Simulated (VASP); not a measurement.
The system is MgS (Niningerite).

```
CELL_PARAMETERS angstrom
0.00000 2.61486 2.61486
2.61486 0.00000 2.61486
2.61486 2.61486 0.00000
ATOMIC_POSITIONS crystal
Mg 0.00000 0.00000 0.00000
S 0.50000 0.50000 0.50000
```

```yaml
Program: VASP 6.6.1
Task: relaxation of cell and atoms
Functional: PBEsol
Potentials_or_basis: VASP PAW PBE potentials, release 64 (Mg, S)
Cutoff: 600 eV
k_mesh: 8 × 8 × 8
Occupations: gaussian, width 0.02 eV
Spin: no spin polarisation
```

At the start: pressure -2.2 GPa; volume 17.88 Å³/atom.

Where does the relaxation end?

Over 3 steps the energy falls by 3.7 meV/atom and the volume is 17.36 Å³/atom (-2.9 %); space group Fm-3m (No. 225, to 0.05 Å).

Step by step:
```csv
step,energy change (eV),largest force (eV/Å),pressure (GPa),volume (Å³)
1,0.0000,0.0000,-2.21,35.76
2,-0.0071,0.0000,0.50,34.50
3,-0.0074,0.0000,0.00,34.71
```

Final structure:
```cif
data_structure
_symmetry_space_group_name_H-M 'P 1'
_symmetry_Int_Tables_number 1
_cell_length_a 3.6616
_cell_length_b 3.6616
_cell_length_c 3.6616
_cell_angle_alpha 60.000
_cell_angle_beta 60.000
_cell_angle_gamma 60.000
_cell_volume 34.71
loop_
_atom_site_label
_atom_site_type_symbol
_atom_site_fract_x
_atom_site_fract_y
_atom_site_fract_z
_atom_site_occupancy
Mg1 Mg 0.00000 0.00000 0.00000 1
S1 S 0.50000 0.50000 0.50000 1
```

Caveat: the PAW data sets were made with another functional, which shifts forces and pressure a little.
